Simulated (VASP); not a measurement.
# InP (F-43m) in VASP: a series of runs, part 2 of 2

VASP 6.6.1. The steps go on from the part before.

## Step 3: Single point, r2SCAN, non-collinear spin, zero start, spin-orbit coupling

POSCAR

```
InP
1.0
    0.0000000000      2.9305000000      2.9305000000
    2.9305000000      0.0000000000      2.9305000000
    2.9305000000      2.9305000000      0.0000000000
In P
1 1
Direct
    0.0000000000      0.0000000000      0.0000000000
    0.7500000000      0.7500000000      0.7500000000
```

INCAR.step1

```
ALGO = Normal ; EDIFF = 1E-4
ENCUT = 520 ; GGA = PE
GGA_COMPAT = F ; ISMEAR = -1
LASPH = T ; LCHARG = F
LNONCOLLINEAR = T ; LREAL = F
LSORBIT = T ; LWAVE = T
MAGMOM = 0 0 0 0 0 0 ; NBANDS = 30
NELM = 150 ; PREC = Accurate
SIGMA = 0.05
```

INCAR.step2

```
ALGO = Normal ; EDIFF = 1E-7
ENCUT = 520 ; GGA_COMPAT = F
ISIF = 2 ; ISMEAR = -1
ISTART = 1 ; LASPH = T
LCHARG = T ; LMIXTAU = T
LNONCOLLINEAR = T ; LORBIT = 11
LORBMOM = T ; LREAL = F
LSORBIT = T ; LVHAR = T
LWAVE = F ; MAGMOM = 0 0 0 0 0 0
METAGGA = R2SCAN ; NBANDS = 30
NELM = 150 ; PREC = Accurate
SIGMA = 0.05
```

KPOINTS

```
k-points
0
Gamma
  8 8 8
```

Potentials or basis: VASP PAW PBE potentials, release 64 (In_d, P).

Command:

```sh
> cat potpaw_PBE.64/In_d/POTCAR potpaw_PBE.64/P/POTCAR > POTCAR
> cp INCAR.step1 INCAR
> mpirun -np 1 vasp_ncl > vasp.out
> cp INCAR.step2 INCAR
> mpirun -np 1 vasp_ncl > vasp.out
```

OUTCAR:

```text
EDIFF = 1E-7
   ENCUT = 520
   ISIF = 2
   ISMEAR = -1
   ISTART = 1
   LASPH = T
   LNONCOLLINEAR = T
   LORBIT = 11
   LREAL = F
   LSORBIT = T
   METAGGA = R2SCAN
   NELM = 150
   PREC = Accurate

 ion  position               nearest neighbor table
   1  0.000  0.000  0.000-   2 2.54   2 2.54   2 2.54   2 2.54
   2  0.750  0.750  0.750-   1 2.54   1 2.54   1 2.54   1 2.54

  LATTYP: Found a face centered cubic cell.
 ALAT       =     5.8610000000

  Lattice vectors:

 A1 = (   0.0000000000,   2.9305000000,   2.9305000000)
 A2 = (   2.9305000000,   0.0000000000,   2.9305000000)
 A3 = (   2.9305000000,   2.9305000000,   0.0000000000)

Analysis of symmetry for initial positions (statically):
=====================================================================
 Subroutine PRICEL returns:
 Original cell was already a primitive cell.

 Routine SETGRP: Setting up the symmetry group for a
 face centered cubic supercell.

 Subroutine GETGRP returns: Found 24 space group operations
 (whereof 24 operations were pure point group operations)
 out of a pool of 48 trial point group operations.

The static configuration has the point symmetry T_d .

Analysis of symmetry for dynamics (positions and initial velocities):
=====================================================================
 Subroutine PRICEL returns:
 Original cell was already a primitive cell.

 Routine SETGRP: Setting up the symmetry group for a
 face centered cubic supercell.

 Subroutine GETGRP returns: Found 24 space group operations
 (whereof 24 operations were pure point group operations)
 out of a pool of 48 trial point group operations.

The dynamic configuration has the point symmetry T_d .

Analysis of structural, dynamic, and magnetic symmetry:
=====================================================================
 Subroutine PRICEL returns:
 Original cell was already a primitive cell.

 Routine SETGRP: Setting up the symmetry group for a
 face centered cubic supercell.

 Subroutine GETGRP returns: Found 24 space group operations
 (whereof 24 operations were pure point group operations)
 out of a pool of 48 trial point group operations.

The overall configuration has the point symmetry T_d .

 Subroutine INISYM returns: Found 24 space group operations
 (whereof 24 operations are pure point group operations),
 and found     1 'primitive' translations

----------------------------------------------------------------------------------------

                                     Primitive cell

  volume of cell :      50.3333

  direct lattice vectors                    reciprocal lattice vectors
     0.000000000  2.930500000  2.930500000    -0.170619348  0.170619348  0.170619348
     2.930500000  0.000000000  2.930500000     0.170619348 -0.170619348  0.170619348
     2.930500000  2.930500000  0.000000000     0.170619348  0.170619348 -0.170619348

  length of vectors
     4.144352845  4.144352845  4.144352845     0.295521380  0.295521380  0.295521380

[... 934 lines left out ...]

  FORCE on cell =-STRESS in cart. coord.  units (eV):
  Direction    XX          YY          ZZ          XY          YZ          ZX
  --------------------------------------------------------------------------------------
  -------------------------------------------------------------------------------------
  Total        0.4778080      0.4778080      0.4778080      0.0000000     -0.0000000      0.0000000
  in kB       15.2092875     15.2092875     15.2092875      0.0000000     -0.0000000      0.0000000
  external PRESSURE =      15.2092875 kB  Pullay stress =       0.0000000 kB

 VOLUME and BASIS-vectors are now :
 -----------------------------------------------------------------------------
  energy-cutoff  :      520.00
  volume of cell :       50.33
      direct lattice vectors                 reciprocal lattice vectors
     0.000000000  2.930500000  2.930500000    -0.170619348  0.170619348  0.170619348
     2.930500000  0.000000000  2.930500000     0.170619348 -0.170619348  0.170619348
     2.930500000  2.930500000  0.000000000     0.170619348  0.170619348 -0.170619348

 POSITION                                       TOTAL-FORCE (eV/Angst)
 -----------------------------------------------------------------------------------
      0.00000      0.00000      0.00000         0.000000      0.000000      0.000000
      4.39575      4.39575      4.39575        -0.000000     -0.000000     -0.000000
 -----------------------------------------------------------------------------------
    total drift:                               -0.000000     -0.000000     -0.000000

  FREE ENERGIE OF THE ION-ELECTRON SYSTEM (eV)
  ---------------------------------------------------
  free  energy   TOTEN  =       -32.3259283541 eV

  energy  without entropy=      -32.3259282679  energy(sigma->0) =      -32.32592831

 orbital moment (x)

 # of ion     p       d       tot
 ----------------------------------------
  1        -0.000   0.000  -0.000
  2        -0.000   0.000  -0.000
 ----------------------------------------
           -0.000   0.000  -0.000

 orbital moment (y)

 # of ion     p       d       tot
 ----------------------------------------
  1         0.000   0.000   0.000
  2        -0.000   0.000  -0.000
 ----------------------------------------
            0.000   0.000   0.000

 orbital moment (z)

 # of ion     p       d       tot
 ----------------------------------------
  1         0.000  -0.000  -0.000
  2         0.000   0.000   0.000
 ----------------------------------------
            0.000  -0.000  -0.000

 Spin-Orbit-Coupling matrix elements

 Ion:    1  E_soc:     -0.0679268
 l=   1
     0.0000000    -0.0050128    -0.0050128
    -0.0050128     0.0000000    -0.0050128
    -0.0050128    -0.0050128     0.0000000
 l=   2
     0.0000000    -0.0012938     0.0000000    -0.0012938    -0.0050145
    -0.0012938     0.0000000    -0.0037609    -0.0012938    -0.0012536
     0.0000000    -0.0037609     0.0000000    -0.0037609     0.0000000
    -0.0012938    -0.0012938    -0.0037609     0.0000000    -0.0012536
    -0.0050145    -0.0012536     0.0000000    -0.0012536     0.0000000
 l=   3
     0.0000000     0.0000000     0.0000000     0.0000000     0.0000000     0.0000000     0.0000000
     0.0000000     0.0000000     0.0000000     0.0000000     0.0000000     0.0000000     0.0000000
     0.0000000     0.0000000     0.0000000     0.0000000     0.0000000     0.0000000     0.0000000
     0.0000000     0.0000000     0.0000000     0.0000000     0.0000000     0.0000000     0.0000000
     0.0000000     0.0000000     0.0000000     0.0000000     0.0000000     0.0000000     0.0000000
     0.0000000     0.0000000     0.0000000     0.0000000     0.0000000     0.0000000     0.0000000
     0.0000000     0.0000000     0.0000000     0.0000000     0.0000000     0.0000000     0.0000000

 Ion:    2  E_soc:     -0.0010317
 l=   1
     0.0000000    -0.0001719    -0.0001719
    -0.0001719     0.0000000    -0.0001719
    -0.0001719    -0.0001719     0.0000000
 l=   2
     0.0000000     0.0000000     0.0000000     0.0000000     0.0000000
     0.0000000     0.0000000     0.0000000     0.0000000     0.0000000
     0.0000000     0.0000000     0.0000000     0.0000000     0.0000000
     0.0000000     0.0000000     0.0000000     0.0000000     0.0000000
     0.0000000     0.0000000     0.0000000     0.0000000     0.0000000
 l=   3
     0.0000000     0.0000000     0.0000000     0.0000000     0.0000000     0.0000000     0.0000000
     0.0000000     0.0000000     0.0000000     0.0000000     0.0000000     0.0000000     0.0000000
     0.0000000     0.0000000     0.0000000     0.0000000     0.0000000     0.0000000     0.0000000
     0.0000000     0.0000000     0.0000000     0.0000000     0.0000000     0.0000000     0.0000000
     0.0000000     0.0000000     0.0000000     0.0000000     0.0000000     0.0000000     0.0000000
     0.0000000     0.0000000     0.0000000     0.0000000     0.0000000     0.0000000     0.0000000
     0.0000000     0.0000000     0.0000000     0.0000000     0.0000000     0.0000000     0.0000000

 total charge

# of ion       s       p       d       tot
------------------------------------------
    1        0.817   0.806   9.904  11.527
    2        1.017   1.518   0.000   2.535
--------------------------------------------------
tot          1.834   2.324   9.904  14.062

 magnetization (x)

# of ion       s       p       d       tot
------------------------------------------
    1        0.000   0.000   0.000   0.000
    2        0.000  -0.000   0.000  -0.000
--------------------------------------------------
tot          0.000   0.000   0.000   0.000

 magnetization (y)

# of ion       s       p       d       tot
------------------------------------------
    1        0.000  -0.000   0.000  -0.000
    2        0.000   0.000   0.000   0.000
--------------------------------------------------
tot          0.000   0.000   0.000   0.000

 magnetization (z)

# of ion       s       p       d       tot
------------------------------------------
    1        0.000  -0.000   0.000  -0.000
    2        0.000   0.000   0.000   0.000
--------------------------------------------------
tot          0.000   0.000   0.000   0.000
```

It took 11 min on 1 thread of Intel Xeon Platinum 8375C at 2.90GHz (Ice Lake), shared host; peak memory 0.42 GiB.

Results:

```
Free energy                                           : -32.3259 eV
Pressure                                              : 1.5 GPa
Net moment                                            : 0.00 μB per cell
Valence electrons inside the program's atomic spheres : In 11.53; P 2.54
```

Moments on the atoms (μB; x, y, z):
```
In  0.00 0.00 0.00
P   0.00 0.00 0.00
```

Caveat: the PAW data sets were made with another functional, which shifts forces and pressure a little.

## Step 4: Single point, r2SCAN0

POSCAR is that of step 3.

INCAR.step1

```
SYSTEM = InP
  ALGO = Normal
  EDIFF = 1E-5
  ENCUT = 520
  GGA = PE
  ISIF = 2
  ISMEAR = -1
  LASPH = .TRUE.
  LREAL = .FALSE.
  LWAVE = .TRUE.
  NBANDS = 16
  NELM = 80
  PREC = Accurate
  SIGMA = 0.05
```

INCAR.step2

```
SYSTEM = InP
  AEXX = 0.25
  ALGO = Normal
  EDIFF = 1E-7
  ENCUT = 520
  ISIF = 2
  ISMEAR = -1
  ISTART = 1
  LASPH = .TRUE.
  LCHARG = .TRUE.
  LELF = .TRUE.
  LHFCALC = .TRUE.
  LMIXTAU = .TRUE.
  LREAL = .FALSE.
  LVHAR = .TRUE.
  LWAVE = .FALSE.
  METAGGA = R2SCAN
  NBANDS = 16
  NELM = 80
  PREC = Accurate
  PRECFOCK = Normal
  SIGMA = 0.05
```

KPOINTS

```
k-points
0
G
  4 4 4
  0 0 0
```

Potentials or basis: VASP PAW PBE potentials, release 64 (In_d, P).

Command:

```sh
> cat potpaw_PBE.64/In_d/POTCAR potpaw_PBE.64/P/POTCAR > POTCAR
> cp INCAR.step1 INCAR
> mpirun -np 1 vasp_std > vasp.out
> cp INCAR.step2 INCAR
> mpirun -np 1 vasp_std > vasp.out
```

OUTCAR:

```text
SYSTEM = InP
   AEXX = 0.25
   EDIFF = 1E-7
   ENCUT = 520
   ISIF = 2
   ISMEAR = -1
   ISTART = 1
   LASPH = .TRUE.
   LHFCALC = .TRUE.
   LREAL = .FALSE.
   METAGGA = R2SCAN
   NELM = 80
   PREC = Accurate
   PRECFOCK = Normal

 ion  position               nearest neighbor table
   1  0.000  0.000  0.000-   2 2.54   2 2.54   2 2.54   2 2.54
   2  0.750  0.750  0.750-   1 2.54   1 2.54   1 2.54   1 2.54

  LATTYP: Found a face centered cubic cell.
 ALAT       =     5.8610000000

  Lattice vectors:

 A1 = (   0.0000000000,   2.9305000000,   2.9305000000)
 A2 = (   2.9305000000,   0.0000000000,   2.9305000000)
 A3 = (   2.9305000000,   2.9305000000,   0.0000000000)

Analysis of symmetry for initial positions (statically):
=====================================================================
 Subroutine PRICEL returns:
 Original cell was already a primitive cell.

 Routine SETGRP: Setting up the symmetry group for a
 face centered cubic supercell.

 Subroutine GETGRP returns: Found 24 space group operations
 (whereof 24 operations were pure point group operations)
 out of a pool of 48 trial point group operations.

[... 152 lines left out ...]

 E-fermi :   5.4239     XC(G=0):  -7.7096

 val. band max:        4.3097678002   @ k =   0.0000   0.0000   0.0000
 cond. band min:       6.8173540708   @ k =   0.0000   0.0000   0.0000
 fundamental gap:      2.5075862706
 Fermi energy:         5.4238555400

 k-point     1 :       0.0000    0.0000    0.0000
  band No.  band energies     occupation
      1     -11.9738      2.00000
      2     -11.9738      2.00000
      3     -11.9738      2.00000
      4     -11.7950      2.00000
      5     -11.7950      2.00000
      6      -8.7761      2.00000
[... 129 lines left out ...]
      3     -11.8697      2.00000
      4     -11.8180      2.00000
      5     -11.7803      2.00000
      6      -6.0243      2.00000
[... 8 lines left out ...]
     15      18.0376      0.00000
     16      18.6974      0.00000

------------------------ aborting loop because EDIFF is reached ----------------------------------------

  FORCE on cell =-STRESS in cart. coord.  units (eV):
  Direction    XX          YY          ZZ          XY          YZ          ZX
  --------------------------------------------------------------------------------------
  -------------------------------------------------------------------------------------
  Total        0.1359428      0.1359428      0.1359428      0.0000000      0.0000000     -0.0000000
  in kB        4.3272456      4.3272456      4.3272456      0.0000000      0.0000000     -0.0000000
  external PRESSURE =       4.3272456 kB  Pullay stress =       0.0000000 kB

 VOLUME and BASIS-vectors are now :
 -----------------------------------------------------------------------------
  energy-cutoff  :      520.00
  volume of cell :       50.33
      direct lattice vectors                 reciprocal lattice vectors
     0.000000000  2.930500000  2.930500000    -0.170619348  0.170619348  0.170619348
     2.930500000  0.000000000  2.930500000     0.170619348 -0.170619348  0.170619348
     2.930500000  2.930500000  0.000000000     0.170619348  0.170619348 -0.170619348

 POSITION                                       TOTAL-FORCE (eV/Angst)
 -----------------------------------------------------------------------------------
      0.00000      0.00000      0.00000        -0.000000     -0.000000     -0.000000
      4.39575      4.39575      4.39575         0.000000      0.000000      0.000000
 -----------------------------------------------------------------------------------
    total drift:                               -0.000001     -0.000000     -0.000000

  FREE ENERGIE OF THE ION-ELECTRON SYSTEM (eV)
  ---------------------------------------------------
  free  energy   TOTEN  =       -28.8308744503 eV

  energy  without entropy=      -28.8308744502  energy(sigma->0) =      -28.83087445
```

OUTCAR.step1:

```text
SYSTEM = InP
   EDIFF = 1E-5
   ENCUT = 520
   GGA = PE
   ISIF = 2
   ISMEAR = -1
   LASPH = .TRUE.
[... 354 lines left out ...]
      0.00000      0.00000      0.00000        -0.000000     -0.000000     -0.000000
      4.39575      4.39575      4.39575         0.000000      0.000000      0.000000
 -----------------------------------------------------------------------------------
    total drift:                                0.000000      0.000000      0.000000

  FREE ENERGIE OF THE ION-ELECTRON SYSTEM (eV)
  ---------------------------------------------------
  free  energy   TOTEN  =        -8.2720995931 eV

  energy  without entropy=       -8.2720596528  energy(sigma->0) =       -8.27207962
```

OSZICAR.step1:

```text
N       E                     dE             d eps       ncg     rms          rms(c)
DAV:   1     0.112933032880E+03    0.11293E+03   -0.87631E+03   256   0.128E+03
DAV:   2    -0.114604916064E+01   -0.11408E+03   -0.10862E+03   288   0.308E+02
DAV:   3    -0.851599082714E+01   -0.73699E+01   -0.73393E+01   336   0.755E+01
DAV:   4    -0.872080879750E+01   -0.20482E+00   -0.20476E+00   352   0.131E+01
DAV:   5    -0.872733158859E+01   -0.65228E-02   -0.65227E-02   368   0.196E+00    0.572E+00
DAV:   6    -0.830296646202E+01    0.42437E+00   -0.64473E-01   416   0.132E+01    0.344E+00
DAV:   7    -0.826994063093E+01    0.33026E-01   -0.17339E-01   376   0.334E+00    0.127E+00
DAV:   8    -0.827103236446E+01   -0.10917E-02   -0.17621E-02   312   0.158E+00    0.336E-01
DAV:   9    -0.827182125127E+01   -0.78889E-03   -0.14448E-03   320   0.399E-01    0.155E-01
DAV:  10    -0.827201226186E+01   -0.19101E-03   -0.29012E-04   328   0.238E-01    0.102E-01
DAV:  11    -0.827210101223E+01   -0.88750E-04   -0.13805E-04   272   0.111E-01    0.429E-02
DAV:  12    -0.827209959314E+01    0.14191E-05   -0.87233E-06   240   0.267E-02
   1 F= -.82720996E+01 E0= -.82720796E+01  d E =-.399404E-04
```

Wall time 11 min (1 thread of Intel Xeon Platinum 8124M at 3.00GHz (Skylake/Cascade Lake), shared host); peak memory 0.19 GiB.

What came out:

```
Free energy            : -28.8309 eV
Pressure               : 0.4 GPa
Band gap on the k mesh : 2.51 eV
```

Caveat: the k points lie up to 0.46 Å⁻¹ apart; the PAW data sets were made with another functional, which shifts forces and pressure a little; spin-orbit coupling is left out, which moves the levels of the heavy elements.

## Step 5: Single point, r2SCANh

POSCAR is that of step 4.

INCAR.step1

```
SYSTEM = InP
ALGO = Normal ; EDIFF = 1E-5
ENCUT = 520 ; GGA = PE
ISIF = 2 ; ISMEAR = -1
LASPH = .True. ; LCHARG = .False.
LREAL = .False. ; LWAVE = .True.
NBANDS = 16 ; NELM = 60
PREC = Accurate ; SIGMA = 0.05
```

INCAR.step2

```
SYSTEM = InP
AEXX = 0.1 ; ALGO = Normal
EDIFF = 1E-6 ; ENCUT = 520
ISIF = 2 ; ISMEAR = -1
ISTART = 1 ; LASPH = .True.
LCHARG = .False. ; LHFCALC = .True.
LMIXTAU = .True. ; LREAL = .False.
LWAVE = .False. ; METAGGA = R2SCAN
NBANDS = 16 ; NELM = 60
PREC = Accurate ; PRECFOCK = Normal
SIGMA = 0.05
```

KPOINTS

```
k-points
0
Gamma
  4 4 4
  0 0 0
```

Command:

```sh
> cat potpaw_PBE.64/In_d/POTCAR potpaw_PBE.64/P/POTCAR > POTCAR
> cp INCAR.step1 INCAR
> mpirun -np 1 vasp_std > vasp.out
> cp INCAR.step2 INCAR
> mpirun -np 1 vasp_std > vasp.out
```

Wall time 5.9 min (1 thread of Intel Xeon Platinum 8124M at 3.00GHz (Skylake/Cascade Lake), shared host); peak memory 0.19 GiB.

Results (log left out):

- Free energy: -30.8402 eV
- Pressure: 1.1 GPa
- Band gap on the k mesh: 1.69 eV

Levels at points of the mesh, in eV from the valence-band top:
```csv
k point,band 6,band 7,band 8,band 9,band 10,band 11,band 12,band 13
"(0.00, 0.00, 0.00)",-12.44,0.00,0.00,0.00,1.69,4.99,4.99,4.99
"(0.50, 0.00, 0.00)",-10.58,-6.11,-1.05,-1.05,2.39,5.72,5.72,8.12
"(0.50, 0.50, 0.00)",-9.88,-6.10,-2.50,-2.50,2.47,3.07,10.57,11.02
```

Caveat: the k points lie up to 0.46 Å⁻¹ apart; the PAW data sets were made with another functional, which shifts forces and pressure a little; spin-orbit coupling is left out, which moves the levels of the heavy elements.

## Step 6: Overview

```tsv
task	level	spin	cell	k mesh	cutoff (eV)	grid for exact exchange (PRECFOCK)	share of exact exchange	gap on the mesh (eV)	pressure (GPa)	moment (μB)
relaxation of cell and atoms	PBEsol	non-collinear, zero start, SOC	relaxed	6 × 6 × 6	600	-	-	-	0.0	0.00
single point	r2SCAN	non-collinear, zero start, SOC	as given	8 × 8 × 8	520	-	-	-	1.5	0.00
single point	r2SCAN0	off	as given	4 × 4 × 4	520	Normal	0.25	2.51	0.4	-
single point	r2SCANh	off	as given	4 × 4 × 4	520	Normal	0.1	1.69	1.1	-
```

Alike in all rows: potentials or basis VASP PAW PBE potentials, release 64 (In_d, P); smearing fermi-dirac 0.05 eV.

Caveats: some runs use coarse meshes; the PAW data sets were made with another functional, which shifts forces and pressure a little; spin-orbit coupling is left out, which moves the levels of the heavy elements (at least some runs).

Absolute energies hang on the potentials; compare differences alone.
